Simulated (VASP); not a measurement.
A run of VASP 6.6.1 is set up as follows.

File INCAR:

```
SYSTEM = GaN
  PREC = Accurate
  ENCUT = 520
  EDIFF = 1E-6
  ISMEAR = 0
  SIGMA = 0.05
  LREAL = .FALSE.
  LASPH = .TRUE.
  NELM = 80
  ALGO = Normal
  ISIF = 2
  LWAVE = .FALSE.
  LCHARG = .FALSE.
  GGA = PS
  NBANDS = 26
```

Contents of KPOINTS:

```
regular mesh
0
G
  12 12 6
  0 0 0
```

The input POSCAR:

```
GaN
1.0
    3.1348398099      0.0000000000      0.0000000000
   -1.5674199049      2.7148509121      0.0000000000
    0.0000000000      0.0000000000      5.1076446883
Ga N
2 2
Direct
    0.3333333333      0.6666666667      0.9991941071
    0.6666666667      0.3333333333      0.4991941071
    0.3333333333      0.6666666667      0.3758058929
    0.6666666667      0.3333333333      0.8758058929
```

Potentials or basis: VASP PAW PBE potentials, release 64 (Ga_d, N).

Launch:

```sh
$ cat potpaw_PBE.64/Ga_d/POTCAR potpaw_PBE.64/N/POTCAR > POTCAR
$ mpirun -np 1 vasp_std > vasp.out
```

Task: Estimate the largest force.

Result: 0.010 eV/Å.

Task: Estimate the band gap on the k mesh.

Result: 2.20 eV, direct.

Forces in eV/Å, atoms in the order of the input:
```
Ga   0.000  0.000  0.010
Ga   0.000  0.000  0.010
N    0.000  0.000 -0.010
N    0.000  0.000 -0.010
```

Caveat: the cell differs from its parent crystal (strain -0.015 along x and y, -0.015 along z); the PAW data sets were made with another functional, which shifts forces and pressure a little.
